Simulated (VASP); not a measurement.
A run of VASP 6.6.1:

Contents of POSCAR:

```
La2O3
1.0
    3.9380000000      0.0000000000      0.0000000000
   -1.9690000000      3.4104080401      0.0000000000
    0.0000000000      0.0000000000      6.1360000000
La O
2 3
Direct
    0.3333333333      0.6666666667      0.2465857524
    0.6666666667      0.3333333333      0.7534142476
    0.3333333333      0.6666666667      0.6459148686
    0.6666666667      0.3333333333      0.3540851314
    0.0000000000      0.0000000000      0.0000000000
```

Contents of INCAR.step1:

```
  PREC = Accurate
  ENCUT = 520
  EDIFF = 1E-5
  ISMEAR = 0
  SIGMA = 0.01
  LREAL = F
  LASPH = T
  NELM = 80
  ALGO = Normal
  ISIF = 2
  LWAVE = T
  LCHARG = F
  GGA = PE
  NBANDS = 28
  KPAR = 4
```

File INCAR.step2:

```
  PREC = Accurate
  ENCUT = 520
  EDIFF = 1E-6
  ISMEAR = 0
  SIGMA = 0.01
  LREAL = F
  LASPH = T
  NELM = 80
  ALGO = Normal
  ISIF = 2
  LWAVE = F
  LCHARG = F
  GGA = PE
  LHFCALC = T
  HFSCREEN = 0.2079
  PRECFOCK = Fast
  ISTART = 1
  NBANDS = 28
  KPAR = 4
```

KPOINTS

```
Automatic mesh
0
Gamma
  6 6 4
```

Potentials or basis: VASP PAW PBE potentials, release 64 (La, O).

Launch:

```console
$ cat potpaw_PBE.64/La/POTCAR potpaw_PBE.64/O/POTCAR > POTCAR
$ cp INCAR.step1 INCAR
$ mpirun -np 4 vasp_std > vasp.out
$ cp INCAR.step2 INCAR
$ mpirun -np 4 vasp_std > vasp.out
```

Hardware: 4 MPI ranks on Intel(R) Xeon(R) Platinum 8488C (Sapphire Rapids) (shared host).

Question: How long does it take, and how much memory?

Answer: It took 23 min on 4 MPI ranks on Intel(R) Xeon(R) Platinum 8488C (Sapphire Rapids), on a shared host, peak memory 0.36 GiB a rank. Counts: k points 24.
